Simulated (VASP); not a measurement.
Input of a VASP 6.6.1 run:

INCAR

```
SYSTEM = CoO
  ALGO = Normal
  EDIFF = 1E-6
  ENCUT = 520
  ISIF = 2
  ISMEAR = 0
  ISPIN = 2
  LASPH = .TRUE.
  LCHARG = .TRUE.
  LDAU = .TRUE.
  LDAUJ = 0 0
  LDAUL = 2 -1
  LDAUPRINT = 1
  LDAUTYPE = 2
  LDAUU = 4 0
  LELF = .TRUE.
  LMAXMIX = 4
  LORBIT = 11
  LREAL = .FALSE.
  LVHAR = .TRUE.
  LWAVE = .FALSE.
  MAGMOM = 3 -3 0 0
  NBANDS = 27
  NELM = 150
  PREC = Accurate
  SIGMA = 0.02
```

File KPOINTS:

```
k-points
0
G
  6 6 6
  0 0 0
```

Contents of POSCAR:

```
CoO
1.0
    2.1300000000      2.1300000000      4.2600000000
    4.2600000000      2.1300000000      2.1300000000
    2.1300000000      4.2600000000      2.1300000000
Co O
2 2
Direct
    0.0000000000      0.0000000000      0.0000000000
    0.5000000000      0.5000000000      0.5000000000
    0.2500000000      0.2500000000      0.2500000000
    0.7500000000      0.7500000000      0.7500000000
```

Potentials or basis: VASP PAW LDA potentials, release 64 (Co, O).

The run is started by

```console
$ cat potpaw_LDA.64/Co/POTCAR potpaw_LDA.64/O/POTCAR > POTCAR
$ mpirun -np 1 vasp_std > vasp.out
```

What does it give for the band gap on the k mesh?

2.11 eV.

What does it give for the net moment?

0.00 μB per cell.

Stress tensor (GPa, compression positive):
```
-15.10  -0.20  -0.20
 -0.20 -15.10  -0.20
 -0.20  -0.20 -15.10
```

A k mesh can miss the band edges. The state reached can hang on the start; a lower one may exist.
